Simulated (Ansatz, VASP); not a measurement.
ZnAuC6N6: VASP beside Ansatz

```
Zn C Au N
1.0
     0.00000    5.09450    5.09450
     5.09450    0.00000    5.09450
     5.09450    5.09450    0.00000
Zn C Au N
1 6 1 6
Direct
  0.50000 0.50000 0.50000
  0.81186 0.18814 0.18814
  0.18814 0.81186 0.18814
  0.18814 0.18814 0.81186
  0.18814 0.81186 0.81186
  0.81186 0.18814 0.81186
  0.81186 0.81186 0.18814
  0.00000 0.00000 0.00000
  0.69703 0.30297 0.30297
  0.30297 0.69703 0.30297
  0.30297 0.30297 0.69703
  0.30297 0.69703 0.69703
  0.69703 0.30297 0.69703
  0.69703 0.69703 0.30297
```

Alike in both runs: task single point; functional PBE; k mesh 4 × 4 × 4; occupations gaussian, width 0.1 eV; collinear spin.

|  | VASP | Ansatz |
| --- | --- | --- |
| version | VASP 6.6.1 | Ansatz 0.2.0 |
| potentials or method | VASP PAW PBE potentials, release 64 (Zn, C, Au, N), cutoff 520 eV | scalar-relativistic, plane waves, PAW |
| valence electrons in the cell | 77 | 85 |

VASP gave:

- gap on the k mesh at the Fermi level (eV): none
- pressure (GPa): 14.3
- rms of the force components (eV/Å): 2.192
- net moment per atom (μB): 0.07
- size of the moment on the site where the two differ most (μB): 0.07

Q: What did Ansatz give for the same quantities?

A: gap on the k mesh at the Fermi level (eV): none; pressure (GPa): 14.0; rms of the force components (eV/Å): 2.384; net moment per atom (μB): 0.07; size of the moment on the site where the two differ most (μB): 0.04.

Site moments also hang on the region over which each program counts them. Atom by atom the forces differ by 0.203 eV/Å (rms over components). A gap of «none» marks a metal or a gap that the smearing closes. The functional is the same, so the differences come from potentials, cutoffs and numerics. VASP's potentials hold 77 valence electrons a cell and Ansatz's 85, so a difference there can come from the potentials and not from the codes.

Neither program's run includes spin-orbit coupling. Noted on VASP's run: the standard files for N, O and F lose accuracy on very short bonds.
